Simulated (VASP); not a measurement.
LiF:

```
Li F
1.0
     3.08101    0.00000    0.00000
    -1.54051    2.66824    0.00000
     0.00000    0.00000    4.78534
Li F
2 2
Direct
  0.33333 0.66667 0.99257
  0.66667 0.33333 0.49257
  0.33333 0.66667 0.38243
  0.66667 0.33333 0.88243
```

Base run:

| Property | Result |
| --- | --- |
| Program | VASP 6.6.1 |
| Functional | PBE |
| Potentials or basis | VASP PAW PBE potentials, release 64 (Li_sv, F) |
| Cutoff | 520 eV |
| k mesh | 6 × 6 × 4 |
| Occupations | gaussian, width 0.01 eV |
| Spin | no spin polarisation |

Its results: band gap on the k mesh 7.84 eV; largest force 0.003 eV/Å.

Task: The run is repeated on the same cell with these changes: functional from PBE to r2SCAN. What comes out?

Result: Band gap on the k mesh 8.68 eV; largest force 0.003 eV/Å.

Caveats: the PAW data sets were made with another functional, which shifts forces and pressure a little (at least some runs).

A k mesh can miss the band edges.
